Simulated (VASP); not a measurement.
# Bi3S (P4/mmm) in VASP: further runs

The runs below take Bi3S through relaxation of cell and atoms, single point, with PBE.

Everything below comes from runs of VASP 6.6.1. Logs are shortened: lines on timing, memory, paths and dates and some standing lists are left out, and cuts for length are marked.

**1. The cell of the first run**

Symmetry: P4/mmm, No. 123, tetragonal system. The conventional cell has a = 3.838 Å, b = 3.838 Å, c = 7.777 Å, α = 90.00°, β = 90.00°, γ = 90.00°. Within 4.4 Å of Bi (site symmetry 4mm) lie 4 S at 3.33 Å and 10 Bi at 3.35 to 3.93 Å. Within 4.4 Å of Bi (site symmetry 4/mmm) lie 12 Bi at 3.35 to 3.84 Å and 2 S at 3.89 Å. S (site symmetry 4/mmm) has 10 Bi at 3.33 to 3.89 Å and 4 S at 3.84 Å within 4.4 Å.

The cell was built from a structure type or drawn by symmetry, and may not be a known phase.

**2. Relaxation of cell and atoms, PBE**

INCAR reads:

```
PREC = Accurate ; ENCUT = 600
EDIFF = 1E-6 ; ISMEAR = 0
SIGMA = 0.1 ; LREAL = F
LASPH = T ; NELM = 80
ALGO = Normal ; ISIF = 3
LWAVE = F ; LCHARG = F
GGA = PE ; IBRION = 2
NSW = 90 ; EDIFFG = -0.04
```

KPOINTS reads:

```
Automatic mesh
0
Gamma
  4 4 2
```

POSCAR reads:

```
Bi3S
1.0
    3.8376758900      0.0000000000      0.0000000000
    0.0000000000      3.8376758900      0.0000000000
    0.0000000000      0.0000000000      7.7774625000
Bi S
3 1
Direct
    0.0000000000      0.0000000000      0.7474227500
    0.0000000000      0.0000000000      0.2525772500
    0.5000000000      0.5000000000      0.0000000000
    0.5000000000      0.5000000000      0.5000000000
```

Potentials or basis: VASP PAW PBE potentials, release 64 (Bi_d, S).

The run is started by

```sh
$ cat potpaw_PBE.64/Bi_d/POTCAR potpaw_PBE.64/S/POTCAR > POTCAR
$ mpirun -np 1 vasp_std > vasp.out
```

OUTCAR:

```text
PREC = Accurate
   ENCUT = 600
   EDIFF = 1E-6
   ISMEAR = 0
   LREAL = F
   LASPH = T
   NELM = 80
   ISIF = 3
   GGA = PE
   IBRION = 2
   NSW = 90
   EDIFFG = -0.04

 ion  position               nearest neighbor table
   1  0.000  0.000  0.747-   4 3.33   4 3.33   4 3.33   4 3.33   3 3.35   3 3.35   3 3.35   3 3.35
                             2 3.85
   2  0.000  0.000  0.253-   4 3.33   4 3.33   4 3.33   4 3.33   3 3.35   3 3.35   3 3.35   3 3.35
                             1 3.85
   3  0.500  0.500  0.000-   1 3.35   2 3.35   1 3.35   2 3.35   1 3.35   2 3.35   1 3.35   2 3.35

   4  0.500  0.500  0.500-   1 3.33   2 3.33   1 3.33   2 3.33   1 3.33   2 3.33   1 3.33   2 3.33

  LATTYP: Found a simple tetragonal cell.
 ALAT       =     3.8376758900
 C/A-ratio  =     2.0266074371

  Lattice vectors:

 A1 = (   3.8376758900,   0.0000000000,   0.0000000000)
 A2 = (   0.0000000000,   3.8376758900,   0.0000000000)
 A3 = (   0.0000000000,   0.0000000000,   7.7774625000)

Analysis of symmetry for initial positions (statically):
=====================================================================
 Subroutine PRICEL returns:
 Original cell was already a primitive cell.

 Routine SETGRP: Setting up the symmetry group for a
 simple tetragonal supercell.

 Subroutine GETGRP returns: Found 16 space group operations
 (whereof 16 operations were pure point group operations)
 out of a pool of 16 trial point group operations.

The static configuration has the point symmetry D_4h.

Analysis of symmetry for dynamics (positions and initial velocities):
=====================================================================
 Subroutine PRICEL returns:
 Original cell was already a primitive cell.

 Routine SETGRP: Setting up the symmetry group for a
 simple tetragonal supercell.

 Subroutine GETGRP returns: Found 16 space group operations
 (whereof 16 operations were pure point group operations)
 out of a pool of 16 trial point group operations.

The dynamic configuration has the point symmetry D_4h.

 Subroutine INISYM returns: Found 16 space group operations
 (whereof 16 operations are pure point group operations),
 and found     1 'primitive' translations

----------------------------------------------------------------------------------------

                                     Primitive cell

  volume of cell :     114.5446

  direct lattice vectors                    reciprocal lattice vectors
     3.837675890  0.000000000  0.000000000     0.260574376  0.000000000  0.000000000
     0.000000000  3.837675890  0.000000000     0.000000000  0.260574376  0.000000000
     0.000000000  0.000000000  7.777462500     0.000000000  0.000000000  0.128576641

  length of vectors
     3.837675890  3.837675890  7.777462500     0.260574376  0.260574376  0.128576641

  position of ions in fractional coordinates (direct lattice)
     0.000000000  0.000000000  0.747422750
     0.000000000  0.000000000  0.252577250
     0.500000000  0.500000000  0.000000000
     0.500000000  0.500000000  0.500000000

  ion indices of the primitive-cell ions
   primitive index   ion index
                 1           1
                 2           2
                 3           3
                 4           4

----------------------------------------------------------------------------------------

 KPOINTS: Automatic mesh

Automatic generation of k-mesh.
 Grid dimensions read from file:
 generate k-points for:    4    4    2

 Generating k-lattice:

  Cartesian coordinates                     Fractional coordinates (reciprocal lattice)
     0.065143594  0.000000000  0.000000000     0.250000000  0.000000000  0.000000000
     0.000000000  0.065143594  0.000000000     0.000000000  0.250000000  0.000000000
     0.000000000  0.000000000  0.064288320     0.000000000  0.000000000  0.500000000

  Length of vectors
     0.065143594  0.065143594  0.064288320

  Shift w.r.t. Gamma in fractional coordinates (k-lattice)
     0.000000000  0.000000000  0.000000000

 Subroutine IBZKPT returns following result:
 ===========================================

 Found     12 irreducible k-points:

 Following reciprocal coordinates:
            Coordinates               Weight
  0.000000  0.000000  0.000000      1.000000
  0.250000  0.000000  0.000000      4.000000
  0.500000  0.000000  0.000000      2.000000
  0.250000  0.250000  0.000000      4.000000
  0.500000  0.250000  0.000000      4.000000
  0.500000  0.500000  0.000000      1.000000
  0.000000  0.000000  0.500000      1.000000
  0.250000  0.000000  0.500000      4.000000
  0.500000  0.000000  0.500000      2.000000
  0.250000  0.250000  0.500000      4.000000
  0.500000  0.250000  0.500000      4.000000
  0.500000  0.500000  0.500000      1.000000
   k-points           NKPTS =     12   k-points in BZ     NKDIM =     12   number of bands    NBANDS=     30
   number of dos      NEDOS =    301   number of ions     NIONS =      4
   total plane-waves  NPLWV =  65536
   dimension x,y,z NGX =    32 NGY =   32 NGZ =   64
   dimension x,y,z NGXF=    64 NGYF=   64 NGZF=  128
   ions per type =               3   1
   NGX,Y,Z   is equivalent  to a cutoff of  13.86, 13.86, 13.68 a.u.
   NGXF,Y,Z  is equivalent  to a cutoff of  27.72, 27.72, 27.36 a.u.
 SYSTEM =  unknown system
   PREC   = accura    normal or accurate (medium, high low for compatibility)
   ISTART =      0    job   : 0-new  1-cont  2-samecut
   ICHARG =      2    charge: 1-file 2-atom 10-const
   ISPIN  =      1    spin polarized calculation?
   LNONCOLLINEAR =      F non collinear calculations
   LSORBIT =      F    spin-orbit coupling
   LASPH  =      T    aspherical Exc in radial PAW
   ENCUT  =  600.0 eV  44.10 Ry    6.64 a.u.   7.66  7.66 15.53*2*pi/ulx,y,z
   NELM   =     80;   NELMIN=  2; NELMDL= -5     # of ELM steps
   EDIFF  = 0.1E-05   stopping-criterion for ELM
   LREAL  =      F    real-space projection
   EDIFFG = -.4E-01   stopping-criterion for IOM
   NSW    =     90    number of steps for IOM
   IBRION =      2    ionic relax: 0-MD 1-quasi-New 2-CG
   NFREE  =      1    steps in history (QN), initial steepest desc. (CG)
   ISIF   =      3    stress and relaxation
   ISYM   =      2    0-nonsym 1-usesym 2-fastsym
   POTIM  = 0.5000    time-step for ionic-motion
   TEBEG  =    0.0;   TEEND  =   0.0 temperature during run
   PSTRESS=    0.0 pullay stress
   NELECT =      51.0000    total number of electrons
   NUPDOWN=      -1.0000    fix difference up-down
   EMIN   =  10.00;   EMAX   =-10.00  energy-range for DOS
   EFERMI =   0.00;   METHOD = LEGACY
   ISMEAR =     0;   SIGMA  =   0.10  broadening in eV -4-tet -1-fermi 0-gaus
   EFERMI_NEDOS =   21; number of points for ismear=-14 and -15
   IALGO  =     38    algorithm
   IMIX   =      4    mixing-type and parameters
     AMIX     =   0.40;   BMIX     =  1.00
     AMIX_MAG =   1.60;   BMIX_MAG =  1.00
  volume/ion in A,a.u.               =      28.64       193.25
  Fermi-wavevector in a.u.,A,eV,Ry     =   1.250086  2.362321 21.262044  1.562716
  Thomas-Fermi vector in A             =   2.384097
   LORBIT       =      0    0 simple, 1 ext, 2 COOP (PROOUT), +10 PAW based schemes
   GGA     = PE    functional components
   LHFCALC =     F    Hartree Fock is set to
   AEXX    =    0.0000 exact exchange contribution
   IVDW    =     0    specifies the selected vdW correction
   LEPSILON=     F    determine dielectric tensor
   LRPA    =     F    only Hartree local field effects (RPA)
 conjugate gradient relaxation of ions
 non-spin polarized calculation
 Gauss-broadening in eV      SIGMA  =   0.10
  energy-cutoff  :      600.00
  volume of cell :      114.54
 maximum number of plane-waves:      3848
 NGX is ok and might be reduce to    32
   NGX = 15   NGY = 15   NGZ = 31

--------------------------------------- Ionic step        1  -------------------------------------------

 number of electron      51.0000009 magnetization

 Free energy of the ion-electron system (eV)
  ---------------------------------------------------
  ext. energy  EPLUGINS =         0.00000000
  ---------------------------------------------------
  free energy    TOTEN  =       -15.25169049 eV

  energy without entropy =      -15.24197957  energy(sigma->0) =      -15.24683503

------------------------ aborting loop because EDIFF is reached ----------------------------------------

  FORCE on cell =-STRESS in cart. coord.  units (eV):
  Direction    XX          YY          ZZ          XY          YZ          ZX
  --------------------------------------------------------------------------------------
  -------------------------------------------------------------------------------------
  Total       -1.2149733     -1.2149733     -1.5296348      0.0000000      0.0000000     -0.0000000
  in kB      -16.9942814    -16.9942814    -21.3955678      0.0000000      0.0000000     -0.0000000
  external PRESSURE =     -18.4613769 kB  Pullay stress =       0.0000000 kB
[... 95 lines left out ...]
  FREE ENERGIE OF THE ION-ELECTRON SYSTEM (eV)
  ---------------------------------------------------
  free  energy   TOTEN  =       -15.3655152299 eV

  energy  without entropy=      -15.3528989393  energy(sigma->0) =      -15.35920708

[... ionic steps 4 to 15 ...]

--------------------------------------- Ionic step       16  -------------------------------------------

 number of electron      50.9999998 magnetization

------------------------ aborting loop because EDIFF is reached ----------------------------------------

  FORCE on cell =-STRESS in cart. coord.  units (eV):
  Direction    XX          YY          ZZ          XY          YZ          ZX
  --------------------------------------------------------------------------------------
  -------------------------------------------------------------------------------------
  Total        0.0773074      0.0773074     -0.0629034      0.0000000     -0.0000000     -0.0000000
  in kB        1.1343326      1.1343326     -0.9229828      0.0000000     -0.0000000     -0.0000000
  external PRESSURE =       0.4485608 kB  Pullay stress =       0.0000000 kB
[... 61 lines left out ...]
  energy  without entropy=      -15.6984565884  energy(sigma->0) =      -15.70138951

--------------------------------------- Ionic step       18  -------------------------------------------

 number of electron      50.9999998 magnetization

 Free energy of the ion-electron system (eV)
  ---------------------------------------------------
  ext. energy  EPLUGINS =         0.00000000
  ---------------------------------------------------
  free energy    TOTEN  =       -15.70459980 eV

  energy without entropy =      -15.69864240  energy(sigma->0) =      -15.70162110

 E-fermi :   8.0149     XC(G=0): -10.4087

 val. band max:        7.6336066401   @ k =   0.5000   0.5000   0.5000
 cond. band min:       8.0482054732   @ k =   0.5000   0.5000   0.0000
 fundamental gap:      0.4145988331
 Fermi energy:         8.0148713317

 k-point     1 :       0.0000    0.0000    0.0000
  band No.  band energies     occupation
      1     -15.3875      2.00000
      2     -15.3512      2.00000
      3     -15.3421      2.00000
      4     -15.2991      2.00000
      5     -15.2991      2.00000
      6     -15.2941      2.00000
[... 416 lines left out ...]
  FREE ENERGIE OF THE ION-ELECTRON SYSTEM (eV)
  ---------------------------------------------------
  free  energy   TOTEN  =       -15.7045998005 eV

  energy  without entropy=      -15.6986424041  energy(sigma->0) =      -15.70162110

 reached required accuracy - stopping structural energy minimisation
```

It took 5.6 min on 1 thread of Intel Xeon Platinum 8488C (Sapphire Rapids), shared host; peak memory 0.27 GiB.

Results:

```yaml
Free_energy: -15.7046 eV
Relaxed_volume: 27.30 Å³/atom
Relaxed_cell: a = 3.660 Å, b = 3.660 Å, c = 8.150 Å, α = 90.00°, β = 90.00°, γ = 90.00°
Space_group_after_relaxing_to_0.1_Å: P4/mmm (No. 123)
Energy_gained_by_relaxing: 113.2 meV/atom
Ionic_steps: 18
Pressure_after_relaxing: 0.1 GPa
Largest_force_after_relaxing: 0.030 eV/Å
Band_gap_on_the_k_mesh: zero (an odd number of electrons rules out a gap without spin polarisation)
```

Forces on the atoms (eV/Å):
```
Bi   0.000  0.000 -0.030
Bi   0.000  0.000  0.030
Bi   0.000  0.000  0.000
S    0.000  0.000  0.000
```

The path:
```csv
step,energy change (eV),largest force (eV/Å),pressure (GPa),volume (Å³)
1,0.0000,0.8530,-1.85,114.54
2,-0.0958,0.9837,0.71,109.16
3,-0.1138,1.1120,3.19,105.19
4,-0.1577,0.9953,3.35,104.67
5,-0.2216,0.3615,4.35,103.12
6,-0.3081,0.3328,2.34,105.85
7,-0.3791,0.1398,-1.50,112.22
8,-0.3800,0.1626,-1.16,111.58
9,-0.4072,0.1349,-1.15,111.47
10,-0.4365,0.1624,-1.06,111.16
11,-0.4176,0.0218,-0.42,110.30
12,-0.4460,0.1297,-0.95,110.96
13,-0.4477,0.1033,-0.89,110.84
14,-0.4526,0.0497,0.14,109.08
15,-0.4526,0.0556,0.05,109.22
16,-0.4526,0.0524,0.04,109.19
17,-0.4526,0.0512,0.09,109.14
18,-0.4529,0.0303,0.09,109.18
```

Final structure:
```
CELL_PARAMETERS angstrom
3.66021 0.00000 0.00000
0.00000 3.66021 0.00000
0.00000 0.00000 8.14953
ATOMIC_POSITIONS crystal
Bi 0.00000 0.00000 0.71015
Bi 0.00000 0.00000 0.28985
Bi 0.50000 0.50000 0.00000
S 0.50000 0.50000 0.50000
```

Levels at points of the mesh, in eV from the Fermi level:
```tsv
k point	band 23	band 24	band 25	band 26	band 27	band 28
(0.00, 0.00, 0.00)	-1.29	-1.10	0.71	0.71	1.56	1.56
(0.50, 0.00, 0.00)	-1.80	-1.71	-1.17	0.55	1.72	2.46
(0.50, 0.50, 0.00)	-3.05	-3.05	-2.59	-2.59	-2.25	0.03
(0.00, 0.00, 0.50)	-2.50	0.09	0.09	2.00	2.23	3.00
(0.50, 0.00, 0.50)	-3.92	-1.71	1.03	1.16	1.70	1.80
(0.50, 0.50, 0.50)	-4.18	-2.77	-1.50	-0.68	-0.38	0.05
```

Caveat: the k points lie up to 0.43 Å⁻¹ apart in the final cell, too coarse for converged energies and pressures of a metal; spin-orbit coupling is left out, which moves the levels of the heavy elements.

[end of part 1 of 2]
